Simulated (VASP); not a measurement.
C: relaxation of cell and atoms with PBE

C:

```
C
1.0
     3.44549    0.00000    0.00000
     0.00000    3.44549    0.00000
     0.00000    0.00000    4.17987
C
4
Direct
  0.19791 0.50000 0.00000
  0.80209 0.50000 0.00000
  0.50000 0.19791 0.00000
  0.50000 0.80209 0.00000
```

```yaml
Program: VASP 6.6.1
Task: relaxation of cell and atoms
Functional: PBE
Potentials_or_basis: VASP PAW PBE potentials, release 64 (C)
Cutoff: 600 eV
k_mesh: 6 × 6 × 4
Occupations: gaussian, width 0.1 eV
Spin: no spin polarisation
Dipole_correction: no
Further_INCAR_settings: ALGO = Normal; EDIFF = 1e-07; IBRION = 2; EDIFFG = -0.04; NSW = 90; ISIF = 3
```

```json
{
  "Relaxed volume": "12.40 Å³/atom",
  "Relaxed cell": "a = 3.446 Å, b = 3.446 Å, c = 4.179 Å, α = 90.00°, β = 90.00°, γ = 90.00°",
  "Space group after relaxing (to 0.05 Å)": "P4/mmm (No. 123)",
  "Energy gained by relaxing": "2.3 meV/atom",
  "Ionic steps": "3",
  "Pressure after relaxing": "-0.1 GPa",
  "Largest force after relaxing": "0.038 eV/Å",
  "Band gap on the k mesh": "zero (band 8 reaches 3.67 eV, above the bottom of band 9 at -0.78 eV)"
}
```

Forces on the atoms (eV/Å):
```
C   -0.038  0.000  0.000
C    0.038  0.000  0.000
C    0.000 -0.038  0.000
C    0.000  0.038  0.000
```

Stress tensor (GPa, compression positive):
```
 0.08  0.00  0.00
 0.00  0.08  0.00
 0.00  0.00 -0.42
```

Step by step:
```
step  energy change (eV)  largest force (eV/Å)  pressure (GPa)  volume (Å³)
   1              0.0000                0.7582           -0.11        49.62
   2              0.2152                3.7612            2.23        49.56
   3             -0.0091                0.0380           -0.09        49.61
```

Final structure:
```
C
1.0
     3.44552    0.00000    0.00000
     0.00000    3.44552    0.00000
     0.00000    0.00000    4.17894
C
4
Direct
  0.19975 0.50000 0.00000
  0.80025 0.50000 0.00000
  0.50000 0.19975 0.00000
  0.50000 0.80025 0.00000
```

Levels at points of the mesh, in eV from the Fermi level:
```tsv
k point	band 5	band 6	band 7	band 8	band 9	band 10	band 11	band 12
(0.00, 0.00, 0.00)	-9.16	-6.69	-2.66	1.95	3.72	4.04	4.04	6.85
(0.50, 0.00, 0.00)	-5.82	-5.15	-4.91	-2.40	4.31	5.54	6.31	6.31
(0.50, 0.50, 0.00)	-3.38	-3.38	-2.62	-2.10	-2.10	7.77	7.99	9.49
(0.00, 0.00, 0.50)	-9.14	-7.21	-2.65	1.67	3.74	3.74	6.73	6.89
(0.50, 0.00, 0.50)	-5.81	-5.59	-4.90	-2.92	4.07	5.76	6.03	8.94
(0.50, 0.50, 0.50)	-3.38	-3.38	-3.03	-2.50	-2.50	7.56	8.00	9.12
```

Wall time 39 s on 1 thread of Intel Xeon 6975P-C, on a shared host, peak memory 0.17 GiB.

Caveat: the k points lie up to 0.38 Å⁻¹ apart in the final cell; this functional lacks dispersion, which binds the layers, so the pressure and a relaxed spacing across them are unreliable.
